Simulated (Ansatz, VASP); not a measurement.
# One calculation of Rb, two programs

```
CELL_PARAMETERS angstrom
4.89901 0.00000 0.00000
-2.44950 4.24266 0.00000
0.00000 0.00000 16.16244
ATOMIC_POSITIONS crystal
Rb 0.00000 0.00000 0.00000
Rb 0.00000 0.00000 0.50000
Rb 0.33333 0.66667 0.25000
Rb 0.66667 0.33333 0.75000
```

Alike in both runs: task single point; functional PBE; k mesh 8 × 8 × 3; occupations fermi-dirac, width 0.1 eV; no spin polarisation.

|  | VASP | Ansatz |
| --- | --- | --- |
| version | VASP 6.6.1 | Ansatz 0.2.0 |
| potentials or method | VASP PAW PBE potentials, release 64 (Rb_sv), cutoff 500 eV | plane waves (420 eV) with PAW, scalar-relativistic |
| valence electrons in the cell | 36 | 36 |

|  | VASP | Ansatz | Ansatz less VASP |
| --- | --- | --- | --- |
| pressure (GPa) | 0.3 | 0.3 | 0.00 |
| traceless stress, the component that is largest in VASP (GPa) | -0.06 | -0.06 | 0.000 |

With one functional, cell and mesh, what is left measures potentials, basis and numerics.
